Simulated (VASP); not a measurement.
# Mg9O8 (a cell with a defect) in VASP: further runs, part 2 of 2

VASP 6.6.1. Earlier steps stand in the parts before.

## 4. Single point, LDA

Contents of INCAR:

```
SYSTEM = Mg9O8
  PREC = Accurate
  ENCUT = 520
  EDIFF = 1E-7
  ISMEAR = -1
  SIGMA = 0.02
  LREAL = Auto
  LASPH = .True.
  NELM = 100
  ALGO = Normal
  ISIF = 2
  LWAVE = .False.
  LCHARG = .False.
  NBANDS = 47
```

Contents of KPOINTS:

```
Automatic mesh
0
Gamma
  2 2 2
  0 0 0
```

Contents of POSCAR:

```
Mg9O8
1.0
    0.0000000000      4.3100000000      4.3100000000
    4.3100000000      0.0000000000      4.3100000000
    4.3100000000      4.3100000000      0.0000000000
Mg O
9 8
Direct
    0.0327453596      0.0360209977      0.0157149652
    0.0173240139      0.0156114849      0.4354161253
    0.0212460557      0.4475131090      0.0210033643
    0.0010772622      0.4998475638      0.4971020882
    0.4476815545      0.0192750580      0.0212757541
    0.4996846868      0.0005767981      0.4975897912
    0.5011368910      0.5017313225     -0.0015385151
    0.4998250580      0.4986921114      0.4979317865
   -0.1110788863     -0.1114663573      0.8725877030
    0.2534677494      0.2527266821      0.2544554524
    0.2593067285      0.2589793503      0.7364480278
    0.2581276102      0.7383252900      0.2497338747
    0.2662566125      0.7342916473      0.7442032483
    0.7386395592      0.2587054524      0.2502585847
    0.7360711137      0.2663100928      0.7456240139
    0.7407459397      0.7410002320      0.2512951276
    0.7578607889      0.7580670534      0.7469721578
```

Potentials or basis: VASP PAW LDA potentials, release 64 (Mg, O).

On the command line:

```bash
$ cat potpaw_LDA.64/Mg/POTCAR potpaw_LDA.64/O/POTCAR > POTCAR
$ mpirun -np 1 vasp_std > vasp.out
```

OUTCAR:

```text
SYSTEM = Mg9O8
   PREC = Accurate
   ENCUT = 520
   EDIFF = 1E-7
   ISMEAR = -1
   LREAL = Auto
   LASPH = .True.
   NELM = 100
   ISIF = 2

 ion  position               nearest neighbor table
   1  0.033  0.036  0.016-  11 1.97  14 2.01  12 2.02   9 2.16   2 2.45  15 2.47   3 2.49  13 2.49
                             5 2.50  16 2.55   4 3.02   6 3.03   7 3.07   7 3.08   6 3.12   4 3.13
   2  0.017  0.016  0.435-  12 2.02  14 2.02  10 2.07   9 2.18  17 2.25  13 2.41  15 2.42   1 2.45
                             5 2.58   3 2.58   4 3.02   6 3.03   8 3.06   8 3.07   6 3.10   4 3.11
   3  0.021  0.448  0.021-  10 2.02  14 2.05  11 2.06   9 2.20  16 2.27  13 2.30  17 2.33   1 2.49
                             2 2.58   5 2.60   4 3.01   7 3.03   8 3.05   8 3.06   7 3.09   4 3.11
   4  0.001  0.500  0.497-  10 2.11  12 2.14  11 2.15  15 2.15  16 2.18  17 2.19   3 3.01   2 3.02
                             1 3.02   8 3.04   6 3.04   7 3.04   7 3.05   6 3.05   8 3.06   2 3.11
   5  0.448  0.019  0.021-  10 2.03  12 2.05  11 2.06   9 2.20  16 2.26  15 2.31  17 2.32   1 2.50
                             2 2.58   3 2.60   6 3.02   7 3.05   8 3.05   8 3.07   7 3.07   6 3.10
   6  0.500  0.001  0.498-  10 2.11  14 2.14  11 2.14  13 2.16  16 2.18  17 2.19   5 3.02   2 3.03
                             1 3.03   8 3.04   4 3.04   7 3.05   7 3.05   4 3.05   8 3.06   2 3.10
[... 600 lines left out ...]
     45      13.6174      0.00000
 [bands above 45 left out]

------------------------ aborting loop because EDIFF is reached ----------------------------------------

  FORCE on cell =-STRESS in cart. coord.  units (eV):
  Direction    XX          YY          ZZ          XY          YZ          ZX
  --------------------------------------------------------------------------------------
  -------------------------------------------------------------------------------------
  Total       16.4403382     16.0332190     15.5714473      0.8470956      0.7808701      0.8461980
  in kB      164.4975843    160.4240589    155.8036964      8.4758099      7.8131751      8.4668288
  external PRESSURE =     160.2417799 kB  Pullay stress =       0.0000000 kB

 VOLUME and BASIS-vectors are now :
 -----------------------------------------------------------------------------
  energy-cutoff  :      520.00
  volume of cell :      160.13
      direct lattice vectors                 reciprocal lattice vectors
     0.000000000  4.310000000  4.310000000    -0.116009281  0.116009281  0.116009281
     4.310000000  0.000000000  4.310000000     0.116009281 -0.116009281  0.116009281
     4.310000000  4.310000000  0.000000000     0.116009281  0.116009281 -0.116009281

 POSITION                                       TOTAL-FORCE (eV/Angst)
 -----------------------------------------------------------------------------------
      0.22298      0.20886      0.29638         0.011364      0.015178     -0.018100
      1.94393      1.95131      0.14195         0.025794      0.015860      0.024870
      2.01931      0.18210      2.02035        -0.008019     -0.014728     -0.000134
      4.29685      2.14715      2.15899        -0.002942      0.003659      0.001133
      0.17477      2.02121      2.01258        -0.022801     -0.015122      0.002877
      2.14710      4.29825      2.15613         0.003024     -0.007632      0.009207
[... 9 lines left out ...]
      4.27679      4.27570      6.38633         0.023935      0.028752     -0.035080
      6.48672      6.48583      6.53365        -0.007336     -0.013374     -0.029470
 -----------------------------------------------------------------------------------
    total drift:                                0.003140      0.004158     -0.005464

  FREE ENERGIE OF THE ION-ELECTRON SYSTEM (eV)
  ---------------------------------------------------
  free  energy   TOTEN  =       -97.3189187924 eV

  energy  without entropy=      -97.3112121347  energy(sigma->0) =      -97.31506546
```

OSZICAR:

```text
N       E                     dE             d eps       ncg     rms          rms(c)
DAV:   1     0.337455454318E+03    0.33746E+03   -0.32320E+04   752   0.127E+03
DAV:   2    -0.846553189544E+02   -0.42211E+03   -0.41034E+03   952   0.273E+02
DAV:   3    -0.110527549930E+03   -0.25872E+02   -0.25706E+02   953   0.692E+01
DAV:   4    -0.110770333466E+03   -0.24278E+00   -0.24149E+00   904   0.712E+00
DAV:   5    -0.110772324628E+03   -0.19912E-02   -0.19898E-02   909   0.612E-01    0.205E+01
DAV:   6    -0.979206336440E+02    0.12852E+02   -0.53487E+01   900   0.323E+01    0.647E+00
DAV:   7    -0.975699567069E+02    0.35068E+00   -0.13878E+00   864   0.571E+00    0.368E+00
DAV:   8    -0.973310045674E+02    0.23895E+00   -0.29074E-01   912   0.342E+00    0.560E-01
DAV:   9    -0.973191972322E+02    0.11807E-01   -0.21942E-02   953   0.810E-01    0.237E-01
DAV:  10    -0.973191701214E+02    0.27111E-04   -0.10271E-02   904   0.497E-01    0.135E-01
DAV:  11    -0.973189267215E+02    0.24340E-03   -0.11805E-03   954   0.223E-01    0.633E-02
DAV:  12    -0.973189244912E+02    0.22303E-05   -0.28649E-04   872   0.800E-02    0.165E-02
DAV:  13    -0.973189193681E+02    0.51231E-05   -0.15064E-05   928   0.251E-02    0.708E-03
DAV:  14    -0.973189190516E+02    0.31647E-06   -0.99994E-06   865   0.157E-02    0.449E-03
DAV:  15    -0.973189187827E+02    0.26891E-06   -0.12247E-06   936   0.769E-03    0.101E-03
DAV:  16    -0.973189187924E+02   -0.96793E-08   -0.20931E-07   641   0.256E-03
   1 F= -.97318919E+02 E0= -.97315065E+02  d E =-.770666E-02
```

Wall time 1.9 min (1 thread of AMD EPYC 7R43 (Zen 3), shared host); peak memory 0.23 GiB.

What came out:

```
Free energy            : -97.3189 eV
Pressure               : 16.0 GPa
Largest force          : 0.052 eV/Å
Band gap on the k mesh : zero (band 33 reaches 9.26 eV, above the bottom of band 34 at 8.78 eV)
```

Forces in eV/Å, atoms in the order of the input:
```
Mg   0.011  0.015 -0.018
Mg   0.026  0.016  0.025
Mg  -0.008 -0.015  0.000
Mg  -0.003  0.004  0.001
Mg  -0.023 -0.015  0.003
Mg   0.003 -0.008  0.009
Mg  -0.002  0.007 -0.012
Mg  -0.013 -0.006 -0.006
Mg   0.015  0.002  0.014
O    0.000  0.005  0.000
O   -0.015 -0.012  0.018
O   -0.002  0.018 -0.003
O   -0.037  0.024  0.024
O    0.017 -0.005 -0.010
O    0.014 -0.045  0.020
O    0.024  0.029 -0.035
O   -0.007 -0.013 -0.029
```

Caveat: the k points lie up to 0.63 Å⁻¹ apart.
